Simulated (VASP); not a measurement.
# NaCl (Pm-3m) in VASP: a series of runs, part 2 of 2

VASP 6.6.1. The steps go on from the part before.

**3. Single point, PBE (volume scaled by 0.94)**

Contents of INCAR:

```
PREC = Accurate
ENCUT = 520
EDIFF = 1E-6
ISMEAR = 0
SIGMA = 0.02
LREAL = False
LASPH = True
NELM = 100
ALGO = Normal
ISIF = 2
LWAVE = False
LCHARG = False
GGA = PE
NBANDS = 14
```

Contents of KPOINTS:

```
Automatic mesh
0
Gamma
  6 6 6
```

Contents of POSCAR:

```
NaCl
1.0
    3.4334537069      0.0000000000      0.0000000000
    0.0000000000      3.4334537069      0.0000000000
    0.0000000000      0.0000000000      3.4334537069
Na Cl
1 1
Direct
    0.0000000000      0.0000000000      0.0000000000
    0.5000000000      0.5000000000      0.5000000000
```

Potentials or basis: VASP PAW PBE potentials, release 64 (Na_pv, Cl).

Started as:

```bash
cat potpaw_PBE.64/Na_pv/POTCAR potpaw_PBE.64/Cl/POTCAR > POTCAR
mpirun -np 1 vasp_std > vasp.out
```

OUTCAR:

```text
PREC = Accurate
   ENCUT = 520
   EDIFF = 1E-6
   ISMEAR = 0
   LREAL = False
   LASPH = True
   NELM = 100
   ISIF = 2
   GGA = PE

 ion  position               nearest neighbor table
   1  0.000  0.000  0.000-
   2  0.500  0.500  0.500-

  LATTYP: Found a simple cubic cell.
 ALAT       =     3.4334537069

  Lattice vectors:

 A1 = (   3.4334537069,   0.0000000000,   0.0000000000)
 A2 = (   0.0000000000,   3.4334537069,   0.0000000000)
 A3 = (   0.0000000000,   0.0000000000,   3.4334537069)

Analysis of symmetry for initial positions (statically):
=====================================================================
 Subroutine PRICEL returns:
 Original cell was already a primitive cell.

 Routine SETGRP: Setting up the symmetry group for a
 simple cubic supercell.

 Subroutine GETGRP returns: Found 48 space group operations
 (whereof 48 operations were pure point group operations)
 out of a pool of 48 trial point group operations.

The static configuration has the point symmetry O_h .

Analysis of symmetry for dynamics (positions and initial velocities):
[... 165 lines left out ...]
      2     -21.1679      2.00000
      3     -21.1679      2.00000
      4     -12.7387      2.00000
      5       0.3125      2.00000
      6       0.3125      2.00000
      7       0.3125      2.00000
      8       5.0395      0.00000
      9       9.3628      0.00000
     10       9.3628      0.00000
     11      16.9766      0.00000
     12      16.9766      0.00000
     13      16.9771      0.00000
     14      17.1128      0.00000
[... 309 lines left out ...]
      1     -21.2004      2.00000
      2     -21.2004      2.00000
      3     -21.2004      2.00000
      4     -11.6963      2.00000
      5      -1.1795      2.00000
      6      -1.1795      2.00000
      7      -1.1795      2.00000
      8       7.9721      0.00000
      9       7.9721      0.00000
     10       7.9721      0.00000
     11      12.9852      0.00000
     12      17.3227      0.00000
     13      17.3227      0.00000
     14      17.3227      0.00000

------------------------ aborting loop because EDIFF is reached ----------------------------------------

  FORCE on cell =-STRESS in cart. coord.  units (eV):
  Direction    XX          YY          ZZ          XY          YZ          ZX
  --------------------------------------------------------------------------------------
  -------------------------------------------------------------------------------------
  Total        0.4679699      0.4679699      0.4679699      0.0000000      0.0000000      0.0000000
  in kB       18.5240045     18.5240045     18.5240045      0.0000000      0.0000000      0.0000000
  external PRESSURE =      18.5240045 kB  Pullay stress =       0.0000000 kB

 VOLUME and BASIS-vectors are now :
 -----------------------------------------------------------------------------
  energy-cutoff  :      520.00
  volume of cell :       40.48
      direct lattice vectors                 reciprocal lattice vectors
     3.433453707  0.000000000  0.000000000     0.291251925  0.000000000  0.000000000
     0.000000000  3.433453707  0.000000000     0.000000000  0.291251925  0.000000000
     0.000000000  0.000000000  3.433453707     0.000000000  0.000000000  0.291251925

 POSITION                                       TOTAL-FORCE (eV/Angst)
 -----------------------------------------------------------------------------------
      0.00000      0.00000      0.00000         0.000000      0.000000      0.000000
      1.71673      1.71673      1.71673         0.000000      0.000000      0.000000
 -----------------------------------------------------------------------------------
    total drift:                               -0.000000      0.000000      0.000000

  FREE ENERGIE OF THE ION-ELECTRON SYSTEM (eV)
  ---------------------------------------------------
  free  energy   TOTEN  =        -6.4535968797 eV

  energy  without entropy=       -6.4535968797  energy(sigma->0) =       -6.45359688
```

OSZICAR:

```text
N       E                     dE             d eps       ncg     rms          rms(c)
DAV:   1     0.104289855183E+03    0.10429E+03   -0.69852E+03   566   0.103E+03
DAV:   2     0.151064193144E+01   -0.10278E+03   -0.94647E+02   620   0.308E+02
DAV:   3    -0.657532956366E+01   -0.80860E+01   -0.80394E+01   722   0.744E+01
DAV:   4    -0.669450888432E+01   -0.11918E+00   -0.11915E+00   626   0.970E+00
DAV:   5    -0.669689180420E+01   -0.23829E-02   -0.23828E-02   752   0.139E+00    0.238E+00
DAV:   6    -0.648243596644E+01    0.21446E+00   -0.28505E-01   702   0.343E+00    0.170E+00
DAV:   7    -0.645363709030E+01    0.28799E-01   -0.90948E-02   786   0.186E+00    0.116E+00
DAV:   8    -0.645378097708E+01   -0.14389E-03   -0.10436E-02   590   0.941E-01    0.438E-01
DAV:   9    -0.645353758837E+01    0.24339E-03   -0.47907E-04   680   0.167E-01    0.186E-01
DAV:  10    -0.645360023574E+01   -0.62647E-04   -0.20718E-04   620   0.113E-01    0.314E-02
DAV:  11    -0.645359695294E+01    0.32828E-05   -0.10032E-05   692   0.294E-02    0.109E-02
DAV:  12    -0.645359687970E+01    0.73239E-07   -0.20335E-06   620   0.126E-02
   1 F= -.64535969E+01 E0= -.64535969E+01  d E =-.895343E-36
```

Wall time 5.9 s (1 thread of AMD EPYC 9R45 (Zen 5), shared host); peak memory 0.12 GiB.

What came out:

```yaml
Free_energy: -6.4536 eV
Pressure: 1.9 GPa
Band_gap_on_the_k_mesh: 4.19 eV, indirect (least direct gap 4.73 eV)
```

Levels at points of the mesh, in eV from the valence-band top:
```tsv
k point	band 3	band 4	band 5	band 6	band 7	band 8	band 9	band 10	band 11	band 12
(0.00, 0.00, 0.00)	-22.02	-13.59	-0.54	-0.54	-0.54	4.19	8.51	8.51	16.12	16.12
(0.50, 0.00, 0.00)	-22.02	-13.17	-3.21	-0.29	-0.29	7.11	8.98	10.49	11.99	11.99
(0.50, 0.50, 0.00)	-22.01	-12.87	-2.47	-2.47	0.00	5.53	10.01	11.43	11.43	12.69
(0.50, 0.50, 0.50)	-22.05	-12.55	-2.03	-2.03	-2.03	7.12	7.12	7.12	12.13	16.47
```

Caveat: the cell differs from its parent crystal (volume scaled by 0.94). A k mesh can miss the band edges.

**4. Single point, PBE**

This run uses another cell than the first one, of 21.53 Å³/atom, 1.031 times its volume.

Contents of INCAR:

```
PREC = Accurate
ENCUT = 520
EDIFF = 1E-6
ISMEAR = 0
SIGMA = 0.02
LREAL = F
LASPH = T
NELM = 100
ALGO = Normal
ISIF = 2
LWAVE = F
LCHARG = F
GGA = PE
NBANDS = 14
```

KPOINTS is that of step 3.

Contents of POSCAR:

```
NaCl
1.0
    3.5050044875      0.0000000000      0.0000000000
    0.0000000000      3.5050044875      0.0000000000
    0.0000000000      0.0000000000      3.5050044875
Na Cl
1 1
Direct
    0.0000000000      0.0000000000      0.0000000000
    0.5000000000      0.5000000000      0.5000000000
```

Potentials or basis: VASP PAW PBE potentials, release 64 (Na_pv, Cl).

Started as:

```bash
cat potpaw_PBE.64/Na_pv/POTCAR potpaw_PBE.64/Cl/POTCAR > POTCAR
mpirun -np 1 vasp_std > vasp.out
```

OUTCAR:

```text
PREC = Accurate
   ENCUT = 520
   EDIFF = 1E-6
   ISMEAR = 0
   LREAL = F
   LASPH = T
   NELM = 100
   ISIF = 2
   GGA = PE

 ion  position               nearest neighbor table
   1  0.000  0.000  0.000-
   2  0.500  0.500  0.500-

  LATTYP: Found a simple cubic cell.
 ALAT       =     3.5050044875

  Lattice vectors:

 A1 = (   3.5050044875,   0.0000000000,   0.0000000000)
 A2 = (   0.0000000000,   3.5050044875,   0.0000000000)
 A3 = (   0.0000000000,   0.0000000000,   3.5050044875)

Analysis of symmetry for initial positions (statically):
=====================================================================
 Subroutine PRICEL returns:
 Original cell was already a primitive cell.

 Routine SETGRP: Setting up the symmetry group for a
 simple cubic supercell.

 Subroutine GETGRP returns: Found 48 space group operations
 (whereof 48 operations were pure point group operations)
 out of a pool of 48 trial point group operations.

The static configuration has the point symmetry O_h .

Analysis of symmetry for dynamics (positions and initial velocities):
=====================================================================
 Subroutine PRICEL returns:
 Original cell was already a primitive cell.

 Routine SETGRP: Setting up the symmetry group for a
 simple cubic supercell.

 Subroutine GETGRP returns: Found 48 space group operations
 (whereof 48 operations were pure point group operations)
 out of a pool of 48 trial point group operations.

The dynamic configuration has the point symmetry O_h .

 Subroutine INISYM returns: Found 48 space group operations
 (whereof 48 operations are pure point group operations),
 and found     1 'primitive' translations

----------------------------------------------------------------------------------------

                                     Primitive cell

  volume of cell :      43.0592

  direct lattice vectors                    reciprocal lattice vectors
     3.505004487  0.000000000  0.000000000     0.285306339  0.000000000  0.000000000
     0.000000000  3.505004487  0.000000000     0.000000000  0.285306339  0.000000000
     0.000000000  0.000000000  3.505004487     0.000000000  0.000000000  0.285306339

  length of vectors
     3.505004487  3.505004487  3.505004487     0.285306339  0.285306339  0.285306339

  position of ions in fractional coordinates (direct lattice)
     0.000000000  0.000000000  0.000000000
     0.500000000  0.500000000  0.500000000

  ion indices of the primitive-cell ions
   primitive index   ion index
                 1           1
                 2           2

----------------------------------------------------------------------------------------

 KPOINTS: Automatic mesh

Automatic generation of k-mesh.
 Grid dimensions read from file:
 generate k-points for:    6    6    6

 Generating k-lattice:

  Cartesian coordinates                     Fractional coordinates (reciprocal lattice)
     0.047551057  0.000000000  0.000000000     0.166666667  0.000000000  0.000000000
     0.000000000  0.047551057  0.000000000     0.000000000  0.166666667  0.000000000
     0.000000000  0.000000000  0.047551057     0.000000000  0.000000000  0.166666667

  Length of vectors
     0.047551057  0.047551057  0.047551057

  Shift w.r.t. Gamma in fractional coordinates (k-lattice)
     0.000000000  0.000000000  0.000000000

 Subroutine IBZKPT returns following result:
 ===========================================

 Found     20 irreducible k-points:

 Following reciprocal coordinates:
            Coordinates               Weight
  0.000000  0.000000  0.000000      1.000000
  0.166667  0.000000  0.000000      6.000000
  0.333333  0.000000  0.000000      6.000000
  0.500000  0.000000  0.000000      3.000000
  0.166667  0.166667  0.000000     12.000000
  0.333333  0.166667  0.000000     24.000000
[... 12 lines left out ...]
  0.500000  0.500000  0.333333      6.000000
  0.500000  0.500000  0.500000      1.000000
   k-points           NKPTS =     20   k-points in BZ     NKDIM =     20   number of bands    NBANDS=     14
   number of dos      NEDOS =    301   number of ions     NIONS =      2
   total plane-waves  NPLWV =  21952
   dimension x,y,z NGX =    28 NGY =   28 NGZ =   28
   dimension x,y,z NGXF=    56 NGYF=   56 NGZF=   56
   ions per type =               1   1
   NGX,Y,Z   is equivalent  to a cutoff of  13.28, 13.28, 13.28 a.u.
   NGXF,Y,Z  is equivalent  to a cutoff of  26.56, 26.56, 26.56 a.u.
 SYSTEM =  unknown system
   PREC   = accura    normal or accurate (medium, high low for compatibility)
   ISTART =      0    job   : 0-new  1-cont  2-samecut
   ICHARG =      2    charge: 1-file 2-atom 10-const
   ISPIN  =      1    spin polarized calculation?
   LNONCOLLINEAR =      F non collinear calculations
   LSORBIT =      F    spin-orbit coupling
   LASPH  =      T    aspherical Exc in radial PAW
   ENCUT  =  520.0 eV  38.22 Ry    6.18 a.u.   6.52  6.52  6.52*2*pi/ulx,y,z
   NELM   =    100;   NELMIN=  2; NELMDL= -5     # of ELM steps
   EDIFF  = 0.1E-05   stopping-criterion for ELM
   LREAL  =      F    real-space projection
   EDIFFG = 0.1E-04   stopping-criterion for IOM
   NSW    =      0    number of steps for IOM
   IBRION =     -1    ionic relax: 0-MD 1-quasi-New 2-CG
   NFREE  =      0    steps in history (QN), initial steepest desc. (CG)
   ISIF   =      2    stress and relaxation
   ISYM   =      2    0-nonsym 1-usesym 2-fastsym
   POTIM  = 0.5000    time-step for ionic-motion
   TEBEG  =    0.0;   TEEND  =   0.0 temperature during run
   PSTRESS=    0.0 pullay stress
   NELECT =      14.0000    total number of electrons
   NUPDOWN=      -1.0000    fix difference up-down
   EMIN   =  10.00;   EMAX   =-10.00  energy-range for DOS
   EFERMI =   0.00;   METHOD = LEGACY
   ISMEAR =     0;   SIGMA  =   0.02  broadening in eV -4-tet -1-fermi 0-gaus
   EFERMI_NEDOS =   21; number of points for ismear=-14 and -15
   IALGO  =     38    algorithm
   IMIX   =      4    mixing-type and parameters
     AMIX     =   0.40;   BMIX     =  1.00
     AMIX_MAG =   1.60;   BMIX_MAG =  1.00
  volume/ion in A,a.u.               =      21.53       145.29
  Fermi-wavevector in a.u.,A,eV,Ry     =   1.125716  2.127295 17.241807  1.267237
  Thomas-Fermi vector in A             =   2.262395
   LORBIT       =      0    0 simple, 1 ext, 2 COOP (PROOUT), +10 PAW based schemes
   GGA     = PE    functional components
   LHFCALC =     F    Hartree Fock is set to
   AEXX    =    0.0000 exact exchange contribution
   IVDW    =     0    specifies the selected vdW correction
   LEPSILON=     F    determine dielectric tensor
   LRPA    =     F    only Hartree local field effects (RPA)
 non-spin polarized calculation
 Gauss-broadening in eV      SIGMA  =   0.02
  energy-cutoff  :      520.00
  volume of cell :       43.06
 maximum number of plane-waves:      1189
 NGX is ok and might be reduce to    28
   NGX = 13   NGY = 13   NGZ = 13

 number of electron      13.9999981 magnetization

 Free energy of the ion-electron system (eV)
  ---------------------------------------------------
  ext. energy  EPLUGINS =         0.00000000
  ---------------------------------------------------
  free energy    TOTEN  =        -6.46846077 eV

  energy without entropy =       -6.46846077  energy(sigma->0) =       -6.46846077

 E-fermi :   0.5275     XC(G=0):  -8.4221

 val. band max:        0.4082883079   @ k =   0.5000   0.5000   0.0000
 cond. band min:       4.3786317845   @ k =   0.0000   0.0000   0.0000
 fundamental gap:      3.9703434766
 Fermi energy:         0.5275275339

 k-point     1 :       0.0000    0.0000    0.0000
  band No.  band energies     occupation
      1     -21.6685      2.00000
      2     -21.6685      2.00000
      3     -21.6685      2.00000
      4     -12.9599      2.00000
      5      -0.0804      2.00000
      6      -0.0804      2.00000
      7      -0.0804      2.00000
      8       4.3786      0.00000
      9       8.9900      0.00000
     10       8.9900      0.00000
     11      16.0736      0.00000
     12      16.0739      0.00000
     13      16.0866      0.00000
     14      16.3126      0.00000
[... 309 lines left out ...]
      1     -21.6947      2.00000
      2     -21.6947      2.00000
      3     -21.6947      2.00000
      4     -12.0710      2.00000
      5      -1.4286      2.00000
      6      -1.4286      2.00000
      7      -1.4286      2.00000
      8       7.5298      0.00000
      9       7.5298      0.00000
     10       7.5298      0.00000
     11      12.0386      0.00000
     12      16.2676      0.00000
     13      16.2676      0.00000
     14      16.2676      0.00000

------------------------ aborting loop because EDIFF is reached ----------------------------------------

  FORCE on cell =-STRESS in cart. coord.  units (eV):
  Direction    XX          YY          ZZ          XY          YZ          ZX
  --------------------------------------------------------------------------------------
  -------------------------------------------------------------------------------------
  Total       -0.0005822     -0.0005822     -0.0005822      0.0000000     -0.0000000      0.0000000
  in kB       -0.0216614     -0.0216614     -0.0216614      0.0000000     -0.0000000      0.0000000
  external PRESSURE =      -0.0216614 kB  Pullay stress =       0.0000000 kB

 VOLUME and BASIS-vectors are now :
 -----------------------------------------------------------------------------
  energy-cutoff  :      520.00
  volume of cell :       43.06
      direct lattice vectors                 reciprocal lattice vectors
     3.505004487  0.000000000  0.000000000     0.285306339  0.000000000  0.000000000
     0.000000000  3.505004487  0.000000000     0.000000000  0.285306339  0.000000000
     0.000000000  0.000000000  3.505004487     0.000000000  0.000000000  0.285306339

 POSITION                                       TOTAL-FORCE (eV/Angst)
 -----------------------------------------------------------------------------------
      0.00000      0.00000      0.00000         0.000000      0.000000      0.000000
      1.75250      1.75250      1.75250         0.000000      0.000000      0.000000
 -----------------------------------------------------------------------------------
    total drift:                               -0.000000      0.000000      0.000000

  FREE ENERGIE OF THE ION-ELECTRON SYSTEM (eV)
  ---------------------------------------------------
  free  energy   TOTEN  =        -6.4684607695 eV

  energy  without entropy=       -6.4684607695  energy(sigma->0) =       -6.46846077
```

Wall time 7 s (1 thread of AMD EPYC 9R45 (Zen 5), shared host); peak memory 0.12 GiB.

Results:

- Free energy: -6.4685 eV
- Pressure: 0.0 GPa
- Band gap on the k mesh: 3.97 eV, indirect (least direct gap 4.46 eV)

Levels at points of the mesh, in eV from the valence-band top:
```
           k point  band 4  band 5  band 6  band 7  band 8  band 9  band 10  band 11
(0.00, 0.00, 0.00)  -13.37   -0.49   -0.49   -0.49    3.97    8.58     8.58    15.67
(0.50, 0.00, 0.00)  -13.01   -2.93   -0.26   -0.26    6.91    8.55    10.51    11.84
(0.50, 0.50, 0.00)  -12.75   -2.25   -2.25    0.00    5.54    9.88    11.01    11.01
(0.50, 0.50, 0.50)  -12.48   -1.84   -1.84   -1.84    7.12    7.12     7.12    11.63
```

**5. The runs side by side**

```tsv
cell	gap on the mesh (eV)	pressure (GPa)
a = 3.470 Å, 2 atoms	4.07	0.8
a = 3.433 Å, 2 atoms	4.19	1.9
a = 3.505 Å, 2 atoms	3.97	0.0
```

Alike in all rows: task single point; level PBE; potentials or basis VASP PAW PBE potentials, release 64 (Na_pv, Cl); no spin polarisation; k mesh 6 × 6 × 6; cutoff (eV) 520; smearing gaussian 0.02 eV.

Total energies depend on the potentials used, so only differences within one code and one set of settings carry meaning.
